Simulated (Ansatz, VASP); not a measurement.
# Two plane-wave programs on SiC

```
CELL_PARAMETERS angstrom
3.07600 0.00000 0.00000
-1.53800 2.66389 0.00000
0.00000 0.00000 5.14896
ATOMIC_POSITIONS crystal
Si 0.33333 0.66667 0.00550
Si 0.66667 0.33333 0.50550
C 0.33333 0.66667 0.37950
C 0.66667 0.33333 0.87950
```

Change from the starting cell: z stretched by +2 %, ions relaxed.

Alike in both runs: functional PBE; k mesh 16 × 16 × 9; occupations fermi-dirac, width 0.02 eV; no spin polarisation.

Ansatz relaxed the structure, and its values are those at the end. VASP's run is a single point on that final structure, the one shown.

|  | VASP | Ansatz |
| --- | --- | --- |
| version | VASP 6.6.1 | Ansatz 0.2.0 |
| potentials or method | VASP PAW PBE potentials, release 64 (Si, C) | plane-wave PAW, scalar-relativistic |
| plane-wave cutoff (eV) | 520 | 420 |
| valence electrons in the cell | 16 | 16 |

VASP gave:

| Property | Result |
| --- | --- |
| gap on the k mesh at the Fermi level (eV) | 2.23 |
| pressure (GPa) | -0.9 |

Problem. What did Ansatz give for the same quantities?

Solution. gap on the k mesh at the Fermi level (eV): 2.23; pressure (GPa): -0.8.

With one functional, cell and mesh, what is left measures potentials, basis and numerics. Ansatz's warnings: stress scf threshold loose.
